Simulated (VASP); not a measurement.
Input of a VASP 6.6.1 run:

INCAR

```
SYSTEM = BaZrO3
PREC = Accurate ; ENCUT = 520
EDIFF = 1E-6 ; ISMEAR = -1
SIGMA = 0.02 ; LREAL = .FALSE.
LASPH = .TRUE. ; NELM = 100
ALGO = Normal ; ISIF = 2
LWAVE = .FALSE. ; LCHARG = .TRUE.
GGA = PS ; LELF = .TRUE.
LVHAR = .TRUE. ; NBANDS = 28
```

File KPOINTS:

```
regular mesh
0
G
  6 6 6
  0 0 0
```

POSCAR

```
BaZrO3
1.0
    4.1806653098      0.0000000000      0.0000000000
    0.0000000000      4.1806653098      0.0000000000
    0.0000000000      0.0000000000      4.1806653098
Ba Zr O
1 1 3
Direct
    0.0000000000      0.0000000000      0.0000000000
    0.5000000000      0.5000000000      0.5000000000
    0.5000000000      0.5000000000      0.0000000000
    0.5000000000      0.0000000000      0.5000000000
    0.0000000000      0.5000000000      0.5000000000
```

Potentials or basis: VASP PAW PBE potentials, release 64 (Ba_sv, Zr_sv, O).

Launch:

```sh
$ cat potpaw_PBE.64/Ba_sv/POTCAR potpaw_PBE.64/Zr_sv/POTCAR potpaw_PBE.64/O/POTCAR > POTCAR
$ mpirun -np 1 vasp_std > vasp.out
```

Q: What does it give for the band gap on the k mesh?

A: 3.12 eV, indirect (least direct gap 3.33 eV).

Q: Predict the pressure.

A: 1.2 GPa.

Caveat: the PAW data sets were made with another functional, which shifts forces and pressure a little; spin-orbit coupling is left out, which moves the levels of the heavy elements. A k mesh can miss the band edges.
